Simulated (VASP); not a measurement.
K8Ta8O25 (a cell with a defect), 41 atoms in the cell. The cell holds a defect, 41 atoms: a = 7.971 Å, b = 7.971 Å, c = 7.971 Å, α = 90.00°, β = 90.00°, γ = 90.00°. 

```yaml
Program: VASP 6.6.1
Task: single point
Functional: PBEsol
Potentials_or_basis: VASP PAW PBE potentials, release 64 (K_sv, Ta_pv, O)
Cutoff: 520 eV
k_mesh: 1 × 1 × 1, shifted
Occupations: fermi-dirac, width 0.05 eV
Spin: no spin polarisation
Dipole_correction: no
Charge: -2
Further_INCAR_settings: LREAL = Auto; ALGO = Normal; EDIFF = 1e-06; NBANDS = 181; ISYM = 0; NELECT = 312.0
```

Potentials or basis: VASP PAW PBE potentials, release 64 (K_sv, Ta_pv, O).

Command:

```console
$ cat potpaw_PBE.64/K_sv/POTCAR potpaw_PBE.64/Ta_pv/POTCAR potpaw_PBE.64/O/POTCAR > POTCAR
$ mpirun -np 1 vasp_std > vasp.out
```

Hardware: 1 thread of Intel(R) Xeon(R) Platinum 8259CL CPU @ 2.50GHz (Skylake/Cascade Lake), with other jobs on the host.

Q: How long does it take, and how much memory?

A: Run time: 13 min on 1 thread of Intel(R) Xeon(R) Platinum 8259CL CPU @ 2.50GHz (Skylake/Cascade Lake) (shared host), peak memory 0.62 GiB. Counts: scf iterations 16, k points 4.
